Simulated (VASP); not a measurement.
# SiC16 in VASP: single point with PBE+D3(BJ)

Aim: the single point of SiC16 with PBE+D3(BJ).

Program: VASP 6.6.1. These are calculated values, not measurements. Logs are shortened: lines on timing, memory, paths and dates and some standing lists are left out, and cuts for length are marked.

## 1. The cell of the first run

The cell holds a slab with vacuum, 17 atoms: a = 4.930 Å, b = 4.422 Å, c = 22.694 Å, α = 90.00°, β = 90.00°, γ = 90.00°.

## 2. Single point, PBE+D3(BJ), collinear spin

INCAR reads:

```
  PREC = Accurate
  ENCUT = 520
  EDIFF = 1E-6
  ISMEAR = 0
  SIGMA = 0.05
  LREAL = Auto
  LASPH = True
  NELM = 150
  ALGO = Normal
  ISIF = 2
  LWAVE = False
  LCHARG = True
  ISPIN = 2
  MAGMOM = 0 0 0 0 0 0 0 0 0 0 0 0 0 0 0 0 2
  LORBIT = 11
  LDIPOL = True
  IDIPOL = 3
  DIPOL = 0.5 0.5 0.309
  GGA = PE
  IVDW = 12
  LELF = True
  LVHAR = True
  LVACPOTAV = True
  NBANDS = 52
```

KPOINTS reads:

```
Automatic mesh
0
Gamma
  6 6 1
```

POSCAR reads:

```
SiC16
1.0
    4.9298676323      0.0000000000      0.0000000000
    0.0000000000      4.4224271195      0.0000000000
    0.0000000000      0.0000000000     22.6937497910
C Si
16 1
Direct
    0.2500000000      0.4155274488      0.1762599851
    0.7500000000      0.4155274488      0.1762599851
    0.0000000000      0.5195584910      0.2001803947
    0.5000000000      0.5195584910      0.2001803947
    0.0000000000      0.7272227621      0.2480852155
    0.5000000000      0.7272227621      0.2480852155
    0.2500000000      0.8312538043      0.2720056251
    0.7500000000      0.8312538043      0.2720056251
    0.2500000000      0.0442051686      0.3198734326
    0.7500000000      0.0442051686      0.3198734326
    0.0000000000      0.1500808487      0.3425973485
    0.5000000000      0.1500808487      0.3425973485
    0.0000000000      0.3779776253      0.3900566375
    0.5000000000      0.3779776253      0.3900566375
    0.2500000000      0.4764186278      0.4095290499
    0.7500000000      0.4764186278      0.4095290499
    0.2500000000      0.4764186278      0.5329110395
```

Potentials or basis: VASP PAW PBE potentials, release 64 (C, Si).

Command:

```sh
cat potpaw_PBE.64/C/POTCAR potpaw_PBE.64/Si/POTCAR > POTCAR
mpirun -np 1 vasp_std > vasp.out
```

OUTCAR:

```text
PREC = Accurate
   ENCUT = 520
   EDIFF = 1E-6
   ISMEAR = 0
   LREAL = Auto
   LASPH = True
   NELM = 150
   ISIF = 2
   ISPIN = 2
   LORBIT = 11
   GGA = PE
   IVDW = 12
 IVDW          = 12

 ion  position               nearest neighbor table
   1  0.250  0.416  0.176-   3 1.42   4 1.42
   2  0.750  0.416  0.176-   3 1.42   4 1.42
   3  0.000  0.520  0.200-   5 1.42   2 1.42   1 1.42
   4  0.500  0.520  0.200-   6 1.42   2 1.42   1 1.42
   5  0.000  0.727  0.248-   3 1.42   7 1.42   8 1.42
   6  0.500  0.727  0.248-   4 1.42   7 1.42   8 1.42
   7  0.250  0.831  0.272-   5 1.42   6 1.42   9 1.44
   8  0.750  0.831  0.272-   5 1.42   6 1.42  10 1.44
   9  0.250  0.044  0.320-  11 1.42  12 1.42   7 1.44
  10  0.750  0.044  0.320-  11 1.42  12 1.42   8 1.44
  11  0.000  0.150  0.343-   9 1.42  10 1.42  13 1.48
  12  0.500  0.150  0.343-   9 1.42  10 1.42  14 1.48
  13  0.000  0.378  0.390-  15 1.38  16 1.38  11 1.48
  14  0.500  0.378  0.390-  15 1.38  16 1.38  12 1.48
  15  0.250  0.476  0.410-  13 1.38  14 1.38
  16  0.750  0.476  0.410-  13 1.38  14 1.38
  17  0.250  0.476  0.533-

  LATTYP: Found a simple orthorhombic cell.
 ALAT       =     4.4224271195
 B/A-ratio  =     1.1147425382
 C/A-ratio  =     5.1315147040

  Lattice vectors:

 A1 = (   0.0000000000,  -4.4224271195,   0.0000000000)
 A2 = (   4.9298676323,   0.0000000000,   0.0000000000)
 A3 = (   0.0000000000,   0.0000000000,  22.6937497910)

Analysis of symmetry for initial positions (statically):
=====================================================================
 Subroutine PRICEL returns:
 Original cell was already a primitive cell.

 Routine SETGRP: Setting up the symmetry group for a
 simple orthorhombic supercell.

 Subroutine GETGRP returns: Found  2 space group operations
 (whereof  1 operations were pure point group operations)
 out of a pool of  8 trial point group operations.

The static configuration has the point symmetry C_1 .
 The point group associated with its full space group is C_1h.

Analysis of symmetry for dynamics (positions and initial velocities):
=====================================================================
 Subroutine PRICEL returns:
 Original cell was already a primitive cell.

 Routine SETGRP: Setting up the symmetry group for a
 simple orthorhombic supercell.

 Subroutine GETGRP returns: Found  2 space group operations
 (whereof  1 operations were pure point group operations)
 out of a pool of  8 trial point group operations.

The dynamic configuration has the point symmetry C_1 .
 The point group associated with its full space group is C_1h.

Analysis of structural, dynamic, and magnetic symmetry:
=====================================================================
 Subroutine PRICEL returns:
 Original cell was already a primitive cell.

 Routine SETGRP: Setting up the symmetry group for a
 simple orthorhombic supercell.

 Subroutine GETGRP returns: Found  2 space group operations
 (whereof  1 operations were pure point group operations)
 out of a pool of  8 trial point group operations.

The overall configuration has the point symmetry C_1 .
 The point group associated with its full space group is C_1h.

 Subroutine INISYM returns: Found  2 space group operations
 (whereof  1 operations are pure point group operations),
 and found     1 'primitive' translations

----------------------------------------------------------------------------------------

                                     Primitive cell

  volume of cell :     494.7687

  direct lattice vectors                    reciprocal lattice vectors
     4.929867632  0.000000000  0.000000000     0.202845203  0.000000000  0.000000000
     0.000000000  4.422427120  0.000000000     0.000000000  0.226120176  0.000000000
     0.000000000  0.000000000 22.693749791     0.000000000  0.000000000  0.044064996

  length of vectors
     4.929867632  4.422427120 22.693749791     0.202845203  0.226120176  0.044064996

  position of ions in fractional coordinates (direct lattice)
     0.250000000  0.415527449  0.176259985
     0.750000000  0.415527449  0.176259985
[... 87 lines left out ...]
   NGXF,Y,Z  is equivalent  to a cutoff of  26.98, 27.07, 26.37 a.u.
 SYSTEM =  unknown system
   PREC   = accura    normal or accurate (medium, high low for compatibility)
   ISTART =      0    job   : 0-new  1-cont  2-samecut
   ICHARG =      2    charge: 1-file 2-atom 10-const
   ISPIN  =      2    spin polarized calculation?
   LNONCOLLINEAR =      F non collinear calculations
   LSORBIT =      F    spin-orbit coupling
   LASPH  =      T    aspherical Exc in radial PAW
   ENCUT  =  520.0 eV  38.22 Ry    6.18 a.u.   9.17  8.22 42.20*2*pi/ulx,y,z
   NELM   =    150;   NELMIN=  2; NELMDL= -5     # of ELM steps
   EDIFF  = 0.1E-05   stopping-criterion for ELM
   LREAL  =      T    real-space projection
   EDIFFG = 0.1E-04   stopping-criterion for IOM
   NSW    =      0    number of steps for IOM
   IBRION =     -1    ionic relax: 0-MD 1-quasi-New 2-CG
   NFREE  =      0    steps in history (QN), initial steepest desc. (CG)
   ISIF   =      2    stress and relaxation
   ISYM   =      2    0-nonsym 1-usesym 2-fastsym
   POTIM  = 0.5000    time-step for ionic-motion
   TEBEG  =    0.0;   TEEND  =   0.0 temperature during run
   PSTRESS=    0.0 pullay stress
   NELECT =      68.0000    total number of electrons
   NUPDOWN=      -1.0000    fix difference up-down
   EMIN   =  10.00;   EMAX   =-10.00  energy-range for DOS
   EFERMI =   0.00;   METHOD = LEGACY
   ISMEAR =     0;   SIGMA  =   0.05  broadening in eV -4-tet -1-fermi 0-gaus
   EFERMI_NEDOS =   21; number of points for ismear=-14 and -15
   IALGO  =     38    algorithm
   IMIX   =      4    mixing-type and parameters
     AMIX     =   0.40;   BMIX     =  1.00
     AMIX_MAG =   1.60;   BMIX_MAG =  1.00
  volume/ion in A,a.u.               =      29.10       196.40
  Fermi-wavevector in a.u.,A,eV,Ry     =   0.844845  1.596526  9.711337  0.713763
  Thomas-Fermi vector in A             =   1.959938
   LORBIT       =     11    0 simple, 1 ext, 2 COOP (PROOUT), +10 PAW based schemes
   GGA     = PE    functional components
   LHFCALC =     F    Hartree Fock is set to
   AEXX    =    0.0000 exact exchange contribution
   IVDW    =    12    specifies the selected vdW correction
   LEPSILON=     F    determine dielectric tensor
   LRPA    =     F    only Hartree local field effects (RPA)
 spin polarized calculation
 Gauss-broadening in eV      SIGMA  =   0.05
  energy-cutoff  :      520.00
  volume of cell :      494.77
 maximum number of plane-waves:     13376
 NGX is ok and might be reduce to    40
   NGX = 19   NGY = 17   NGZ = 85

 dipolmoment           0.000000      0.000000      0.139957 electrons x Angstroem

 number of electron      68.0000008 magnetization       0.3183535

 number of electron      68.0000008 magnetization      -2.5794622

 dipolmoment           0.000000      0.000000     -0.067162 electrons x Angstroem

 Free energy of the ion-electron system (eV)
  ---------------------------------------------------
  ext. energy  EPLUGINS =         0.00000000
  ---------------------------------------------------
  free energy    TOTEN  =      -138.14058907 eV

  energy without entropy =     -138.13688139  energy(sigma->0) =     -138.13873523

 E-fermi :  -1.5141     XC(G=0):  -4.3354

 val. band max:       -1.5281160310   @ k =   0.1667   0.3333   0.0000
 cond. band min:      -1.5063885812   @ k =   0.1667   0.3333   0.0000
 fundamental gap:      0.0217274498
 Fermi energy:        -1.5140755788

 spin component 1

 k-point     1 :       0.0000    0.0000    0.0000
  band No.  band energies     occupation
      1     -20.6923      1.00000
      2     -19.5721      1.00000
      3     -17.9363      1.00000
      4     -16.4677      1.00000
      5     -16.4050      1.00000
      6     -16.1164      1.00000
[... 773 lines left out ...]
     45       4.9156      0.00000
     46       4.9465      0.00000
 Fermi energy:        -1.5140755788

 spin component 2

 k-point     1 :       0.0000    0.0000    0.0000
  band No.  band energies     occupation
      1     -20.8074      1.00000
      2     -19.8124      1.00000
      3     -18.2467      1.00000
      4     -16.5772      1.00000
      5     -16.4920      1.00000
      6     -16.4177      1.00000
[... 773 lines left out ...]
     45       4.6224      0.00000
     46       4.8559      0.00000
 [bands above 46 left out]

------------------------ aborting loop because EDIFF is reached ----------------------------------------

 Edisp (eV)   -2.09614

 E8    (eV) :    -0.6322

  FORCE on cell =-STRESS in cart. coord.  units (eV):
  Direction    XX          YY          ZZ          XY          YZ          ZX
  --------------------------------------------------------------------------------------
  -------------------------------------------------------------------------------------
  Total       0.19089    -2.36777    -6.77185     0.00000    -0.28774     0.00000
  in kB       0.61816    -7.66739   -21.92885     0.00000    -0.93178     0.00000
  external pressure =       -9.66 kB  Pullay stress =        0.00 kB

 VOLUME and BASIS-vectors are now :
 -----------------------------------------------------------------------------
  energy-cutoff  :      520.00
  volume of cell :      494.77
      direct lattice vectors                 reciprocal lattice vectors
     4.929867632  0.000000000  0.000000000     0.202845203  0.000000000  0.000000000
     0.000000000  4.422427120  0.000000000     0.000000000  0.226120176  0.000000000
     0.000000000  0.000000000 22.693749791     0.000000000  0.000000000  0.044064996

 POSITION                                       TOTAL-FORCE (eV/Angst)
 -----------------------------------------------------------------------------------
      1.23247      1.83764      4.00000         0.000000      1.650883      1.969843
      3.69740      1.83764      4.00000         0.000000      1.652552      1.975425
      0.00000      2.29771      4.54284        -0.001293     -2.162739     -2.580960
      2.46493      2.29771      4.54284         0.001293     -2.162739     -2.580960
      0.00000      3.21609      5.62998        -0.010765      0.683292      0.870166
      2.46493      3.21609      5.62998         0.010765      0.683292      0.870166
[... 9 lines left out ...]
      3.69740      2.10693      9.29375         0.000000     -0.139613      0.540635
      1.23247      2.10693     12.09375         0.000000      0.329059     -2.274028
 -----------------------------------------------------------------------------------
    total drift:                               -0.000000     -0.022371     -0.032944

  FREE ENERGIE OF THE ION-ELECTRON SYSTEM (eV)
  ---------------------------------------------------
  free  energy   TOTEN  =      -140.2367243369 eV

  energy  without entropy=     -140.2330166658  energy(sigma->0) =     -140.23487050

 vacuum level on the upper side and lower side of the slab         2.726         3.284

 total charge

# of ion       s       p       d       tot
------------------------------------------
    1        0.864   1.574   0.000   2.438
    2        0.864   1.574   0.000   2.438
    3        0.861   1.767   0.000   2.628
    4        0.861   1.767   0.000   2.628
    5        0.864   1.780   0.000   2.644
    6        0.864   1.780   0.000   2.644
[... 9 lines left out ...]
   16        0.888   1.623   0.000   2.512
   17        0.952   0.503   0.000   1.456
--------------------------------------------------
tot         14.816  28.225   0.000  43.041

 magnetization (x)

# of ion       s       p       d       tot
------------------------------------------
    1       -0.102  -0.536   0.000  -0.638
    2       -0.102  -0.536   0.000  -0.638
    3       -0.003   0.018   0.000   0.016
    4       -0.003   0.018   0.000   0.016
    5       -0.011  -0.070   0.000  -0.081
    6       -0.011  -0.070   0.000  -0.081
[... 9 lines left out ...]
   16       -0.067  -0.435   0.000  -0.503
   17        0.003   0.309   0.000   0.312
--------------------------------------------------
tot         -0.338  -1.456   0.000  -1.794
```

Run time: 30 min. Hardware: 1 thread of Intel Xeon 6975P-C (Granite Rapids), shared host; peak memory 1.1 GiB.

Results:

| Item | Value |
| --- | --- |
| Free energy | -140.2367 eV |
| Largest force | 3.812 eV/Å |
| Net moment | -2.58 μB per cell |
| Site moments | C -0.64, +0.02, -0.08, +0.01, -0.01, -0.00, -0.04, -0.16, -0.50 (each value once); Si +0.31 μB |
| Valence electrons inside the program's atomic spheres | C 2.44, 2.63, 2.64, 2.65, 2.62, 2.66, 2.52, 2.51 (each value once); Si 1.46 |
| Dispersion energy per atom | -0.123 eV |

Forces in eV/Å, atoms in the order of the input:
```
C    0.000  1.651  1.970
C    0.000  1.653  1.975
C   -0.001 -2.163 -2.581
C    0.001 -2.163 -2.581
C   -0.011  0.683  0.870
C    0.011  0.683  0.870
C    0.000 -0.152 -0.181
C    0.000 -0.165 -0.209
C    0.000 -0.101 -0.122
C    0.000 -0.175 -0.255
C   -0.250  0.484  0.147
C    0.250  0.484  0.147
C    0.061 -0.760 -1.040
C   -0.061 -0.760 -1.040
C    0.000  0.611  3.763
C    0.000 -0.140  0.541
Si   0.000  0.329 -2.274
```
